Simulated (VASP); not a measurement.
# Te2Mo (P4/mmm) in VASP: notebook

The runs below take Te2Mo through single point, with PBE.

Program: VASP 6.6.1. These are calculated values, not measurements. Logs are shortened: lines on timing, memory, paths and dates and some standing lists are left out, and cuts for length are marked.

## 1. The cell of the first run

The structure is tetragonal, space group P4/mmm (No. 123). Conventional cell: a = 3.297 Å, b = 3.297 Å, c = 7.545 Å, α = 90.00°, β = 90.00°, γ = 90.00°. Te (site symmetry 4mm) has 4 Mo at 2.87 Å and 5 Te at 3.30 to 3.35 Å within 3.8 Å. Within 3.8 Å of Mo (site symmetry 4/mmm) lie 8 Te at 2.87 Å and 4 Mo at 3.30 Å.

The cell was built from a structure type or drawn by symmetry, and may not be a known phase.

## 2. Single point, PBE

INCAR

```
PREC     = Accurate       # precision mode
ENCUT    = 520            # plane-wave cutoff, eV
EDIFF    = 1E-6           # SCF threshold, eV
ISMEAR   = 0              # smearing method
SIGMA    = 0.1            # smearing width, eV
LREAL    = False          # projectors in reciprocal space
LASPH    = True           # aspherical terms in the spheres
NELM     = 100            # most SCF steps
ALGO     = Normal         # electronic algorithm
ISIF     = 2              # what is computed and relaxed
LWAVE    = False          # write WAVECAR
LCHARG   = True           # write CHGCAR
GGA      = PE             # functional
LELF     = True           # ELF
LVHAR    = True         
NBANDS   = 20             # bands
```

KPOINTS

```
regular mesh
0
Gamma
  6 6 2
```

POSCAR

```
Te2Mo
1.0
    3.2967370698      0.0000000000      0.0000000000
    0.0000000000      3.2967370698      0.0000000000
    0.0000000000      0.0000000000      7.5449287294
Te Mo
2 1
Direct
    0.0000000000      0.0000000000      0.7218455696
    0.0000000000      0.0000000000      0.2781544304
    0.5000000000      0.5000000000      0.5000000000
```

Potentials or basis: VASP PAW PBE potentials, release 64 (Te, Mo_sv).

Launch:

```console
$ cat potpaw_PBE.64/Te/POTCAR potpaw_PBE.64/Mo_sv/POTCAR > POTCAR
$ mpirun -np 1 vasp_std > vasp.out
```

OUTCAR:

```text
PREC = Accurate
   ENCUT = 520
   EDIFF = 1E-6
   ISMEAR = 0
   LREAL = False
   LASPH = True
   NELM = 100
   ISIF = 2
   GGA = PE

 ion  position               nearest neighbor table
   1  0.000  0.000  0.722-   3 2.87   3 2.87   3 2.87   3 2.87   2 3.35
   2  0.000  0.000  0.278-   3 2.87   3 2.87   3 2.87   3 2.87   1 3.35
   3  0.500  0.500  0.500-   1 2.87   2 2.87   1 2.87   2 2.87   1 2.87   2 2.87   1 2.87   2 2.87

  LATTYP: Found a simple tetragonal cell.
 ALAT       =     3.2967370698
 C/A-ratio  =     2.2886049356

  Lattice vectors:

 A1 = (   3.2967370698,   0.0000000000,   0.0000000000)
 A2 = (   0.0000000000,   3.2967370698,   0.0000000000)
 A3 = (   0.0000000000,   0.0000000000,   7.5449287294)

Analysis of symmetry for initial positions (statically):
=====================================================================
 Subroutine PRICEL returns:
 Original cell was already a primitive cell.

 Routine SETGRP: Setting up the symmetry group for a
 simple tetragonal supercell.

 Subroutine GETGRP returns: Found 16 space group operations
 (whereof 16 operations were pure point group operations)
 out of a pool of 16 trial point group operations.

The static configuration has the point symmetry D_4h.

Analysis of symmetry for dynamics (positions and initial velocities):
=====================================================================
 Subroutine PRICEL returns:
 Original cell was already a primitive cell.

 Routine SETGRP: Setting up the symmetry group for a
 simple tetragonal supercell.

 Subroutine GETGRP returns: Found 16 space group operations
 (whereof 16 operations were pure point group operations)
 out of a pool of 16 trial point group operations.

The dynamic configuration has the point symmetry D_4h.

 Subroutine INISYM returns: Found 16 space group operations
 (whereof 16 operations are pure point group operations),
 and found     1 'primitive' translations

----------------------------------------------------------------------------------------

                                     Primitive cell

  volume of cell :      82.0019

  direct lattice vectors                    reciprocal lattice vectors
     3.296737070  0.000000000  0.000000000     0.303330226  0.000000000  0.000000000
     0.000000000  3.296737070  0.000000000     0.000000000  0.303330226  0.000000000
     0.000000000  0.000000000  7.544928729     0.000000000  0.000000000  0.132539357

  length of vectors
     3.296737070  3.296737070  7.544928729     0.303330226  0.303330226  0.132539357

  position of ions in fractional coordinates (direct lattice)
     0.000000000  0.000000000  0.721845570
     0.000000000  0.000000000  0.278154430
     0.500000000  0.500000000  0.500000000

  ion indices of the primitive-cell ions
   primitive index   ion index
                 1           1
                 2           2
                 3           3

----------------------------------------------------------------------------------------

 KPOINTS: regular mesh

Automatic generation of k-mesh.
 Grid dimensions read from file:
 generate k-points for:    6    6    2

 Generating k-lattice:

  Cartesian coordinates                     Fractional coordinates (reciprocal lattice)
     0.050555038  0.000000000  0.000000000     0.166666667  0.000000000  0.000000000
     0.000000000  0.050555038  0.000000000     0.000000000  0.166666667  0.000000000
     0.000000000  0.000000000  0.066269678     0.000000000  0.000000000  0.500000000

  Length of vectors
     0.050555038  0.050555038  0.066269678

  Shift w.r.t. Gamma in fractional coordinates (k-lattice)
     0.000000000  0.000000000  0.000000000

 Subroutine IBZKPT returns following result:
 ===========================================

 Found     20 irreducible k-points:

 Following reciprocal coordinates:
            Coordinates               Weight
  0.000000  0.000000  0.000000      1.000000
  0.166667  0.000000  0.000000      4.000000
  0.333333  0.000000  0.000000      4.000000
  0.500000  0.000000  0.000000      2.000000
  0.166667  0.166667  0.000000      4.000000
  0.333333  0.166667  0.000000      8.000000
[... 12 lines left out ...]
  0.500000  0.333333  0.500000      4.000000
  0.500000  0.500000  0.500000      1.000000
   k-points           NKPTS =     20   k-points in BZ     NKDIM =     20   number of bands    NBANDS=     20
   number of dos      NEDOS =    301   number of ions     NIONS =      3
   total plane-waves  NPLWV =  43904
   dimension x,y,z NGX =    28 NGY =   28 NGZ =   56
   dimension x,y,z NGXF=    56 NGYF=   56 NGZF=  112
   ions per type =               2   1
   NGX,Y,Z   is equivalent  to a cutoff of  14.12, 14.12, 12.34 a.u.
   NGXF,Y,Z  is equivalent  to a cutoff of  28.24, 28.24, 24.68 a.u.
 SYSTEM =  unknown system
   PREC   = accura    normal or accurate (medium, high low for compatibility)
   ISTART =      0    job   : 0-new  1-cont  2-samecut
   ICHARG =      2    charge: 1-file 2-atom 10-const
   ISPIN  =      1    spin polarized calculation?
   LNONCOLLINEAR =      F non collinear calculations
   LSORBIT =      F    spin-orbit coupling
   LASPH  =      T    aspherical Exc in radial PAW
   ENCUT  =  520.0 eV  38.22 Ry    6.18 a.u.   6.13  6.13 14.03*2*pi/ulx,y,z
   NELM   =    100;   NELMIN=  2; NELMDL= -5     # of ELM steps
   EDIFF  = 0.1E-05   stopping-criterion for ELM
   LREAL  =      F    real-space projection
   EDIFFG = 0.1E-04   stopping-criterion for IOM
   NSW    =      0    number of steps for IOM
   IBRION =     -1    ionic relax: 0-MD 1-quasi-New 2-CG
   NFREE  =      0    steps in history (QN), initial steepest desc. (CG)
   ISIF   =      2    stress and relaxation
   ISYM   =      2    0-nonsym 1-usesym 2-fastsym
   POTIM  = 0.5000    time-step for ionic-motion
   TEBEG  =    0.0;   TEEND  =   0.0 temperature during run
   PSTRESS=    0.0 pullay stress
   NELECT =      26.0000    total number of electrons
   NUPDOWN=      -1.0000    fix difference up-down
   EMIN   =  10.00;   EMAX   =-10.00  energy-range for DOS
   EFERMI =   0.00;   METHOD = LEGACY
   ISMEAR =     0;   SIGMA  =   0.10  broadening in eV -4-tet -1-fermi 0-gaus
   EFERMI_NEDOS =   21; number of points for ismear=-14 and -15
   IALGO  =     38    algorithm
   IMIX   =      4    mixing-type and parameters
     AMIX     =   0.40;   BMIX     =  1.00
     AMIX_MAG =   1.60;   BMIX_MAG =  1.00
  volume/ion in A,a.u.               =      27.33       184.46
  Fermi-wavevector in a.u.,A,eV,Ry     =   1.116327  2.109552 16.955384  1.246186
  Thomas-Fermi vector in A             =   2.252940
   LORBIT       =      0    0 simple, 1 ext, 2 COOP (PROOUT), +10 PAW based schemes
   GGA     = PE    functional components
   LHFCALC =     F    Hartree Fock is set to
   AEXX    =    0.0000 exact exchange contribution
   IVDW    =     0    specifies the selected vdW correction
   LEPSILON=     F    determine dielectric tensor
   LRPA    =     F    only Hartree local field effects (RPA)
 non-spin polarized calculation
 Gauss-broadening in eV      SIGMA  =   0.10
  energy-cutoff  :      520.00
  volume of cell :       82.00
 maximum number of plane-waves:      2229
 NGX is ok and might be reduce to    28
   NGX = 13   NGY = 13   NGZ = 29

 number of electron      26.0000003 magnetization

 Free energy of the ion-electron system (eV)
  ---------------------------------------------------
  ext. energy  EPLUGINS =         0.00000000
  ---------------------------------------------------
  free energy    TOTEN  =       -17.30201248 eV

  energy without entropy =      -17.28676304  energy(sigma->0) =      -17.29438776

 E-fermi :   7.5529     XC(G=0):  -9.7731

 val. band max:        7.5513784218   @ k =   0.1667   0.0000   0.0000
 cond. band min:       7.6113515348   @ k =   0.5000   0.3333   0.0000
 fundamental gap:      0.0599731130
 Fermi energy:         7.5528665911

 k-point     1 :       0.0000    0.0000    0.0000
  band No.  band energies     occupation
      1     -53.4797      2.00000
      2     -27.5786      2.00000
      3     -27.5786      2.00000
      4     -27.4765      2.00000
      5      -6.2103      2.00000
      6      -4.9006      2.00000
[... 12 lines left out ...]
     19      13.4540      0.00000
     20      14.5973      0.00000

 k-point     2 :       0.1667    0.0000    0.0000
  band No.  band energies     occupation
      1     -53.4767      2.00000
      2     -27.6235      2.00000
      3     -27.5745      2.00000
      4     -27.4703      2.00000
      5      -5.8674      2.00000
      6      -4.6827      2.00000
[... 12 lines left out ...]
     19      13.4516      0.00000
     20      14.3275      0.00000

 k-point     3 :       0.3333    0.0000    0.0000
  band No.  band energies     occupation
      1     -53.4708      2.00000
      2     -27.7122      2.00000
      3     -27.5665      2.00000
      4     -27.4579      2.00000
      5      -4.9896      2.00000
      6      -4.1576      2.00000
[... 12 lines left out ...]
     19      13.2297      0.00000
     20      14.5480      0.00000

 k-point     4 :       0.5000    0.0000    0.0000
  band No.  band energies     occupation
      1     -53.4678      2.00000
      2     -27.7560      2.00000
      3     -27.5624      2.00000
      4     -27.4517      2.00000
      5      -4.3540      2.00000
      6      -3.8252      2.00000
[... 12 lines left out ...]
     19      13.3276      0.00000
     20      14.3843      0.00000

 k-point     5 :       0.1667    0.1667    0.0000
  band No.  band energies     occupation
      1     -53.4738      2.00000
      2     -27.6212      2.00000
      3     -27.6161      2.00000
      4     -27.4644      2.00000
      5      -5.5460      2.00000
      6      -4.4472      2.00000
[... 12 lines left out ...]
     19      14.1302      0.00000
     20      15.0542      0.00000

 k-point     6 :       0.3333    0.1667    0.0000
  band No.  band energies     occupation
      1     -53.4679      2.00000
      2     -27.7059      2.00000
      3     -27.6090      2.00000
      4     -27.4525      2.00000
      5      -4.7334      2.00000
      6      -3.8709      2.00000
[... 12 lines left out ...]
     19      13.3256      0.00000
     20      15.3522      0.00000

 k-point     7 :       0.5000    0.1667    0.0000
  band No.  band energies     occupation
      1     -53.4650      2.00000
      2     -27.7490      2.00000
      3     -27.6042      2.00000
      4     -27.4466      2.00000
      5      -4.1617      2.00000
      6      -3.4963      2.00000
[... 12 lines left out ...]
     19      13.6770      0.00000
     20      13.8065      0.00000
[... 185 lines left out ...]
 k-point    16 :       0.3333    0.1667    0.5000
  band No.  band energies     occupation
      1     -53.4679      2.00000
      2     -27.7059      2.00000
      3     -27.6090      2.00000
      4     -27.4525      2.00000
      5      -4.6642      2.00000
      6      -3.9786      2.00000
[... 12 lines left out ...]
     19      13.5481      0.00000
     20      15.3248      0.00000

 k-point    17 :       0.5000    0.1667    0.5000
  band No.  band energies     occupation
      1     -53.4650      2.00000
      2     -27.7490      2.00000
      3     -27.6042      2.00000
      4     -27.4466      2.00000
      5      -4.0927      2.00000
      6      -3.5951      2.00000
[... 12 lines left out ...]
     19      12.3756      0.00000
     20      14.7026      0.00000

 k-point    18 :       0.3333    0.3333    0.5000
  band No.  band energies     occupation
      1     -53.4622      2.00000
      2     -27.6957      2.00000
      3     -27.6907      2.00000
      4     -27.4417      2.00000
      5      -4.0500      2.00000
      6      -3.2412      2.00000
[... 12 lines left out ...]
     19      13.3548      0.00000
     20      13.8681      0.00000

 k-point    19 :       0.5000    0.3333    0.5000
  band No.  band energies     occupation
      1     -53.4593      2.00000
      2     -27.7349      2.00000
      3     -27.6869      2.00000
      4     -27.4363      2.00000
      5      -3.6558      2.00000
      6      -2.7154      2.00000
[... 12 lines left out ...]
     19      12.0372      0.00000
     20      13.2441      0.00000

 k-point    20 :       0.5000    0.5000    0.5000
  band No.  band energies     occupation
      1     -53.4565      2.00000
      2     -27.7278      2.00000
      3     -27.7278      2.00000
      4     -27.4312      2.00000
      5      -3.3934      2.00000
      6      -2.0160      2.00000
[... 12 lines left out ...]
     19      11.4775      0.00000
     20      12.0772      0.00000

------------------------ aborting loop because EDIFF is reached ----------------------------------------

  FORCE on cell =-STRESS in cart. coord.  units (eV):
  Direction    XX          YY          ZZ          XY          YZ          ZX
  --------------------------------------------------------------------------------------
  -------------------------------------------------------------------------------------
  Total        0.0116363      0.0116363      0.0012976      0.0000000      0.0000000      0.0000000
  in kB        0.2273532      0.2273532      0.0253524      0.0000000      0.0000000      0.0000000
  external PRESSURE =       0.1600196 kB  Pullay stress =       0.0000000 kB

 VOLUME and BASIS-vectors are now :
 -----------------------------------------------------------------------------
  energy-cutoff  :      520.00
  volume of cell :       82.00
      direct lattice vectors                 reciprocal lattice vectors
     3.296737070  0.000000000  0.000000000     0.303330226  0.000000000  0.000000000
     0.000000000  3.296737070  0.000000000     0.000000000  0.303330226  0.000000000
     0.000000000  0.000000000  7.544928729     0.000000000  0.000000000  0.132539357

 POSITION                                       TOTAL-FORCE (eV/Angst)
 -----------------------------------------------------------------------------------
      0.00000      0.00000      5.44627         0.000000     -0.000000      0.015787
      0.00000      0.00000      2.09866        -0.000000      0.000000     -0.015787
      1.64837      1.64837      3.77246         0.000000      0.000000      0.000000
 -----------------------------------------------------------------------------------
    total drift:                                0.000000      0.000000      0.000000

  FREE ENERGIE OF THE ION-ELECTRON SYSTEM (eV)
  ---------------------------------------------------
  free  energy   TOTEN  =       -17.3020124812 eV

  energy  without entropy=      -17.2867630357  energy(sigma->0) =      -17.29438776
```

Wall time 54 s (1 thread of Intel Xeon 8259CL, shared host); peak memory 0.21 GiB.

What came out:

| Quantity | Value |
| --- | --- |
| Free energy | -17.3020 eV |
| Pressure | 0.0 GPa |
| Largest force | 0.016 eV/Å |
| Band gap on the k mesh | zero (bands 13 and 14 overlap by 1.11 eV) |

Forces on the atoms (eV/Å):
```
Te   0.000  0.000  0.016
Te   0.000  0.000 -0.016
Mo   0.000  0.000  0.000
```

Caveat: the k points lie up to 0.42 Å⁻¹ apart, too coarse for converged energies and pressures of a metal; spin-orbit coupling is left out, which moves the levels of the heavy elements; this functional lacks dispersion, which binds the layers, so the pressure and a relaxed spacing across them are unreliable.

## 3. Single point, PBE

This run uses another cell than the first one, of 27.99 Å³/atom.

INCAR

```
SYSTEM = Te2Mo
PREC = Accurate ; ENCUT = 520
EDIFF = 1E-6 ; ISMEAR = 0
SIGMA = 0.1 ; LREAL = .FALSE.
LASPH = .TRUE. ; NELM = 60
ALGO = Normal ; ISIF = 2
LWAVE = .FALSE. ; LCHARG = .FALSE.
GGA = PE ; NBANDS = 20
```

KPOINTS

```
Automatic mesh
0
G
  6 6 2
  0 0 0
```

POSCAR

```
Te2Mo
1.0
    3.0955883300      0.0000000000      0.0000000000
    0.0000000000      3.0955883300      0.0000000000
    0.0000000000      0.0000000000      8.7634354900
Te Mo
2 1
Direct
    0.0000000000      0.0000000000      0.8292406200
    0.0000000000      0.0000000000      0.1707593800
    0.5000000000      0.5000000000      0.5000000000
```

Potentials or basis: VASP PAW PBE potentials, release 64 (Te, Mo_sv).

Launch:

```console
$ cat potpaw_PBE.64/Te/POTCAR potpaw_PBE.64/Mo_sv/POTCAR > POTCAR
$ mpirun -np 1 vasp_std > vasp.out
```

It took 58 s on 1 thread of Intel Xeon 8259CL, shared host; peak memory 0.2 GiB.

The run converged. Its results:

```
Free energy            : -13.3932 eV
Pressure               : -6.9 GPa
Largest force          : 1.296 eV/Å
Band gap on the k mesh : zero (bands 13 and 14 overlap by 2.62 eV)
```

Forces on the atoms (eV/Å):
```
Te   0.000  0.000 -1.296
Te   0.000  0.000  1.296
Mo   0.000  0.000  0.000
```

Stress tensor (GPa, compression positive):
```
-7.59  0.00  0.00
 0.00 -7.59  0.00
 0.00  0.00 -5.40
```

Levels at points of the mesh, in eV from the Fermi level:
```
           k point  band 10  band 11  band 12  band 13  band 14  band 15  band 16  band 17
(0.00, 0.00, 0.00)    -2.09     0.60     0.60     0.65     1.54     1.54     1.71     2.79
(0.50, 0.00, 0.00)    -2.20    -2.00    -0.39     0.32     1.01     1.87     2.22     3.24
(0.50, 0.50, 0.00)    -3.96    -3.15    -0.87    -0.66    -0.66    -0.24     1.90     2.55
(0.00, 0.00, 0.50)    -1.70     0.51     0.51     1.71     1.87     1.87     2.50     2.50
(0.50, 0.00, 0.50)    -1.91    -0.99    -0.35     0.16     0.32     1.01     2.00     3.19
(0.50, 0.50, 0.50)    -3.79    -2.48    -1.97    -0.90    -0.90    -0.16     1.77     2.61
```

Caveat: the cell stands under tension; spin-orbit coupling is left out, which moves the levels of the heavy elements; forces of over 1 eV/Å act on the atoms, so gaps and moduli don't describe the material at rest.

(Continued in part 2 of 2.)
